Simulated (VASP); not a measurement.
Set up this calculation in VASP 6.6.1, as the native input.

```yaml
Task: single point
Functional: PBEsol
Potentials_or_basis: VASP PAW PBE potentials, release 64 (Rh_pv)
Cutoff: 520 eV
k_mesh: 16 × 16 × 16
Occupations: fermi-dirac, width 0.08 eV
Spin: no spin polarisation
Dipole_correction: no
Further_INCAR_settings: ALGO = Normal; EDIFF = 1e-06; NBANDS = 14
```

The structure of Rh lies in POSCAR:

```
Rh
1.0
    0.0000000000      1.8951902535      1.8951902535
    1.8951902535      0.0000000000      1.8951902535
    1.8951902535      1.8951902535      0.0000000000
Rh
1
Direct
    0.0000000000      0.0000000000      0.0000000000
```

This cell differs from its parent crystal: volume scaled by 0.99.

These files were run (other wordings do the same):

INCAR

```
ALGO     = Normal         # electronic algorithm
EDIFF    = 1E-6           # SCF threshold, eV
ENCUT    = 520            # plane-wave cutoff, eV
GGA      = PS             # functional
ISIF     = 2              # what is computed and relaxed
ISMEAR   = -1             # smearing method
LASPH    = True           # aspherical terms in the spheres
LCHARG   = False          # write CHGCAR
LREAL    = False          # projectors in reciprocal space
LWAVE    = False          # write WAVECAR
NBANDS   = 14             # bands
NELM     = 60             # most SCF steps
PREC     = Accurate       # precision mode
SIGMA    = 0.08           # smearing width, eV
```

KPOINTS

```
k-points
0
Gamma
  16 16 16
```

Potentials or basis: VASP PAW PBE potentials, release 64 (Rh_pv).

The run is started by

```bash
$ cat potpaw_PBE.64/Rh_pv/POTCAR > POTCAR
$ mpirun -np 1 vasp_std > vasp.out
```

It gave:

The pressure is -2.2 GPa.

Caveat: the PAW data sets were made with another functional, which shifts forces and pressure a little.

It took 8 s on 1 thread of Intel(R) Xeon(R) 6975P-C (Granite Rapids), on a shared host, peak memory 0.14 GiB.
